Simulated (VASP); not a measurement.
# WS2 in VASP: single point with LDA

Aim: the single point of WS2 with LDA.

Program: VASP 6.6.1. These are calculated values, not measurements. Logs are shortened: lines on timing, memory, paths and dates and some standing lists are left out, and cuts for length are marked.

## 1. The cell of the first run

The cell holds a slab with vacuum, 6 atoms: a = 3.214 Å, b = 3.058 Å, c = 23.995 Å, α = 87.58°, β = 83.71°, γ = 115.20°.

## 2. Single point, LDA

INCAR

```
SYSTEM = WS2
PREC = Accurate ; ENCUT = 520
EDIFF = 1E-6 ; ISMEAR = 0
SIGMA = 0.05 ; LREAL = .FALSE.
LASPH = .TRUE. ; NELM = 80
ALGO = Normal ; ISIF = 2
LWAVE = .FALSE. ; LCHARG = .FALSE.
GGA = CA ; NBANDS = 35
```

KPOINTS

```
Automatic mesh
0
G
  12 12 2
  0 0 0
```

POSCAR

```
WS2
1.0
    3.2045772011      0.1719529230      0.1719529230
   -1.4533730010      2.6892688031      0.0629391381
    1.2838415798      1.2838415798     23.9261385331
W S
2 4
Direct
    0.3333333333      0.6666666667      0.6302757360
    0.6666666667      0.3333333333      0.3697242640
    0.3333333333      0.6666666667      0.3028928957
    0.6666666667      0.3333333333      0.5633280735
    0.3333333333      0.6666666667      0.4366719265
    0.6666666667      0.3333333333      0.6971071043
```

Potentials or basis: VASP PAW LDA potentials, release 64 (W_sv, S).

Run with:

```
$ cat potpaw_LDA.64/W_sv/POTCAR potpaw_LDA.64/S/POTCAR > POTCAR
$ mpirun -np 1 vasp_std > vasp.out
```

OUTCAR:

```text
SYSTEM = WS2
   PREC = Accurate
   ENCUT = 520
   EDIFF = 1E-6
   ISMEAR = 0
   LREAL = .FALSE.
   LASPH = .TRUE.
   NELM = 80
   ISIF = 2
   GGA = CA

 ion  position               nearest neighbor table
   1  0.333  0.667  0.630-   4 2.32   6 2.33   4 2.34   6 2.43   6 2.58   4 2.69
   2  0.667  0.333  0.370-   5 2.32   3 2.33   5 2.34   3 2.43   3 2.58   5 2.69
   3  0.333  0.667  0.303-   2 2.33   2 2.43   2 2.58
   4  0.667  0.333  0.563-   1 2.32   1 2.34   1 2.69
   5  0.333  0.667  0.437-   2 2.32   2 2.34   2 2.69
   6  0.667  0.333  0.697-   1 2.33   1 2.43   1 2.58

  LATTYP: Found a triclinic cell.
 ALAT       =     3.2137906984
 B/A-ratio  =     1.0463681972
 C/A-ratio  =     7.3894977732
 COS(alpha) =     0.0029201243
 COS(beta)  =     0.0301989263
 COS(gamma) =     0.5685249282

  Lattice vectors:

 A1 = (   3.2045772011,   0.1719529230,   0.1719529230)
 A2 = (   1.7512042001,   2.8612217261,   0.2348920611)
 A3 = (  -0.4673626203,  -1.5773801463,  23.6912464720)

Analysis of symmetry for initial positions (statically):
=====================================================================
 Subroutine PRICEL returns:
 Original cell was already a primitive cell.

 Routine SETGRP: Setting up the symmetry group for a
 triclinic supercell.

 Subroutine GETGRP returns: Found  2 space group operations
 (whereof  2 operations were pure point group operations)
 out of a pool of  2 trial point group operations.

The static configuration has the point symmetry S_2 .

Analysis of symmetry for dynamics (positions and initial velocities):
=====================================================================
 Subroutine PRICEL returns:
 Original cell was already a primitive cell.

 Routine SETGRP: Setting up the symmetry group for a
 triclinic supercell.

 Subroutine GETGRP returns: Found  2 space group operations
 (whereof  2 operations were pure point group operations)
 out of a pool of  2 trial point group operations.

The dynamic configuration has the point symmetry S_2 .

 Subroutine INISYM returns: Found  2 space group operations
 (whereof  2 operations are pure point group operations),
 and found     1 'primitive' translations

----------------------------------------------------------------------------------------

[... 93 lines left out ...]
   ICHARG =      2    charge: 1-file 2-atom 10-const
   ISPIN  =      1    spin polarized calculation?
   LNONCOLLINEAR =      F non collinear calculations
   LSORBIT =      F    spin-orbit coupling
   LASPH  =      T    aspherical Exc in radial PAW
   ENCUT  =  520.0 eV  38.22 Ry    6.18 a.u.   5.98  5.68 44.61*2*pi/ulx,y,z
   NELM   =     80;   NELMIN=  2; NELMDL= -5     # of ELM steps
   EDIFF  = 0.1E-05   stopping-criterion for ELM
   LREAL  =      F    real-space projection
   EDIFFG = 0.1E-04   stopping-criterion for IOM
   NSW    =      0    number of steps for IOM
   IBRION =     -1    ionic relax: 0-MD 1-quasi-New 2-CG
   NFREE  =      0    steps in history (QN), initial steepest desc. (CG)
   ISIF   =      2    stress and relaxation
   ISYM   =      2    0-nonsym 1-usesym 2-fastsym
   POTIM  = 0.5000    time-step for ionic-motion
   TEBEG  =    0.0;   TEEND  =   0.0 temperature during run
   PSTRESS=    0.0 pullay stress
   NELECT =      52.0000    total number of electrons
   NUPDOWN=      -1.0000    fix difference up-down
   EMIN   =  10.00;   EMAX   =-10.00  energy-range for DOS
   EFERMI =   0.00;   METHOD = LEGACY
   ISMEAR =     0;   SIGMA  =   0.05  broadening in eV -4-tet -1-fermi 0-gaus
   EFERMI_NEDOS =   21; number of points for ismear=-14 and -15
   IALGO  =     38    algorithm
   IMIX   =      4    mixing-type and parameters
     AMIX     =   0.40;   BMIX     =  1.00
     AMIX_MAG =   1.60;   BMIX_MAG =  1.00
  volume/ion in A,a.u.               =      35.17       237.33
  Fermi-wavevector in a.u.,A,eV,Ry     =   1.026373  1.939563 14.332936  1.053441
  Thomas-Fermi vector in A             =   2.160262
   LORBIT       =      0    0 simple, 1 ext, 2 COOP (PROOUT), +10 PAW based schemes
   GGA     = CA    functional components
   LHFCALC =     F    Hartree Fock is set to
   AEXX    =    0.0000 exact exchange contribution
   IVDW    =     0    specifies the selected vdW correction
   LEPSILON=     F    determine dielectric tensor
   LRPA    =     F    only Hartree local field effects (RPA)
 non-spin polarized calculation
 Gauss-broadening in eV      SIGMA  =   0.05
  energy-cutoff  :      520.00
  volume of cell :      211.01
 maximum number of plane-waves:      5729
   NGX = 11   NGY = 11   NGZ = 89

 number of electron      51.9999996 magnetization

 Free energy of the ion-electron system (eV)
  ---------------------------------------------------
  ext. energy  EPLUGINS =         0.00000000
  ---------------------------------------------------
  free energy    TOTEN  =       -50.95669056 eV

  energy without entropy =      -50.95669056  energy(sigma->0) =      -50.95669056

 E-fermi :   1.3021     XC(G=0):  -6.1977

 val. band max:        0.9056877520   @ k =   0.0000  -0.0000   0.5000
 cond. band min:       1.9055784747   @ k =  -0.1667   0.2500   0.5000
 fundamental gap:      0.9998907227
 Fermi energy:         1.3020522835

 k-point     1 :       0.0000    0.0000    0.0000
  band No.  band energies     occupation
      1     -73.1295      2.00000
      2     -73.1295      2.00000
      3     -37.6452      2.00000
      4     -37.6452      2.00000
      5     -37.5685      2.00000
      6     -37.5685      2.00000
[... 901 lines left out ...]
     34       5.2730      0.00000
     35       6.7157      0.00000

 [... further k-points ...]
[... 5 lines left out ...]
  --------------------------------------------------------------------------------------
  -------------------------------------------------------------------------------------
  Total       -3.9724232     -3.0752027     -4.4083953     -5.5366229     -8.4498740     -8.6041274
  in kB      -30.1615489    -23.3491926    -33.4717680    -42.0380992    -64.1576367    -65.3288416
  external PRESSURE =     -28.9941698 kB  Pullay stress =       0.0000000 kB

 VOLUME and BASIS-vectors are now :
 -----------------------------------------------------------------------------
  energy-cutoff  :      520.00
  volume of cell :      211.01
      direct lattice vectors                 reciprocal lattice vectors
     3.204577201  0.171952923  0.171952923     0.304543010  0.165175356 -0.025204400
    -1.453373001  2.689268803  0.062939138    -0.018450901  0.362308610 -0.018450901
     1.283841580  1.283841580 23.926138533    -0.002140161 -0.002140161  0.042024970

 POSITION                                       TOTAL-FORCE (eV/Angst)
 -----------------------------------------------------------------------------------
      0.90845      2.65934     15.17934         0.115834      0.071635      0.654802
      2.12659      1.48573      8.98169        -0.115834     -0.071635     -0.654802
      0.48814      2.23903      7.34633         1.299992      1.271673      0.876711
      2.37515      1.73428     13.61388         1.112288      1.150974      0.225335
      0.65989      2.41078     10.54715        -1.112288     -1.150974     -0.225335
      2.54690      1.90603     16.81470        -1.299992     -1.271673     -0.876711
 -----------------------------------------------------------------------------------
    total drift:                                0.000000      0.000000     -0.000000

  FREE ENERGIE OF THE ION-ELECTRON SYSTEM (eV)
  ---------------------------------------------------
  free  energy   TOTEN  =       -50.9566905599 eV

  energy  without entropy=      -50.9566905599  energy(sigma->0) =      -50.95669056
```

OSZICAR:

```text
N       E                     dE             d eps       ncg     rms          rms(c)
DAV:   1     0.469700899036E+03    0.46970E+03   -0.27733E+04 12144   0.132E+03
DAV:   2    -0.206393102005E+02   -0.49034E+03   -0.47616E+03 13109   0.340E+02
DAV:   3    -0.528356617847E+02   -0.32196E+02   -0.31738E+02 12974   0.844E+01
[... 15 lines left out ...]
DAV:  19    -0.509566590752E+02   -0.17477E-04   -0.53532E-07  8677   0.261E-03    0.150E-03
DAV:  20    -0.509566799986E+02   -0.20923E-04   -0.89828E-07  8410   0.230E-03    0.150E-03
DAV:  21    -0.509566864241E+02   -0.64255E-05   -0.24703E-07  8152   0.110E-03    0.867E-04
DAV:  22    -0.509566898405E+02   -0.34164E-05   -0.18671E-07  7649   0.994E-04    0.320E-04
DAV:  23    -0.509566905599E+02   -0.71939E-06   -0.35626E-08  6676   0.454E-04
   1 F= -.50956691E+02 E0= -.50956691E+02  d E =-.100003E-30
```

It took 40 min on 1 thread of AMD EPYC 7R13, shared host; peak memory 0.84 GiB.

What came out:

```
Free energy            : -50.9567 eV
Largest force          : 2.019 eV/Å
Band gap on the k mesh : 1.00 eV, indirect (least direct gap 1.31 eV)
```

Forces on the atoms (eV/Å):
```
W    0.116  0.072  0.655
W   -0.116 -0.072 -0.655
S    1.300  1.272  0.877
S    1.112  1.151  0.225
S   -1.112 -1.151 -0.225
S   -1.300 -1.272 -0.877
```

Caveat: spin-orbit coupling is left out, which moves the levels of the heavy elements.
